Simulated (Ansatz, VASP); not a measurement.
**CdS: VASP beside Ansatz**

```xyz
2
Lattice="0.0000 2.7532 2.7532 2.7532 0.0000 2.7532 2.7532 2.7532 0.0000" Properties=species:S:1:pos:R:3 pbc="T T T"
Cd    0.0000    0.0000    0.0000
S     2.7532    2.7532    2.7532
```

Alike in both runs: task relaxation of cell and atoms; functional PBEsol; k mesh 8 × 8 × 8; occupations fermi-dirac, width 0.05 eV; no spin polarisation.

```csv
,VASP,Ansatz
version,VASP 6.6.1,Ansatz 0.2.0
potentials or method,"VASP PAW PBE potentials, release 64 (Cd_sv_GW, S)",Ansatz PAW
plane-wave cutoff (eV),540,420
valence electrons in the cell,26,26
```

|  | VASP | Ansatz | Ansatz less VASP |
| --- | --- | --- | --- |
| relaxed volume (Å³/atom) | 19.47 | 19.66 | +0.188 |
| relaxed length of the cell vector where the two differ most in proportion (Å) | 3.804 | 3.817 | +0.0122 |

VASP's potentials were made for PBE, not for PBEsol.

Noted on Ansatz's run: the plane-wave basis is chosen anew once the cell has moved, so the energies of steps on either side of that aren't comparable.
